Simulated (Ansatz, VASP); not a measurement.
One calculation of MoW2C4, two programs

```
Mo W C
1.0
     4.51108    0.00000    0.00000
    -2.25554    3.90671    0.00000
     0.00000    0.00000    4.32863
Mo W C
1 2 4
Direct
  0.00000 0.00000 0.50000
  0.33333 0.66667 0.14774
  0.66667 0.33333 0.85226
  0.00000 0.00000 0.00000
  0.50000 0.00000 0.50000
  0.00000 0.50000 0.50000
  0.50000 0.50000 0.50000
```

Alike in both runs: functional PBE; k mesh 4 × 4 × 4; occupations gaussian, width 0.2 eV; no spin polarisation.

Ansatz relaxed the structure, and its values are those at the end. VASP's run is a single point on that final structure, the one shown.

|  | VASP | Ansatz |
| --- | --- | --- |
| version | VASP 6.6.1 | Ansatz 0.2.0 |
| potentials or method | VASP PAW PBE potentials, release 64 (Mo_sv, W_sv, C), cutoff 600 eV | scalar-relativistic, plane waves, PAW |
| valence electrons in the cell | 58 | 58 |

|  | VASP | Ansatz | Ansatz less VASP |
| --- | --- | --- | --- |
| gap on the k mesh at the Fermi level (eV) | none | none | - |
| pressure (GPa) | 0.2 | -0.3 | -0.48 |
| rms of the force components (eV/Å) | 0.016 | 0.001 | -0.0145 |

A gap of «none» marks a metal or a gap that the smearing closes. With one functional, cell and mesh, what is left measures potentials, basis and numerics.

The k mesh is coarse, so the values compare programs but aren't converged. Spin-orbit coupling is off throughout.
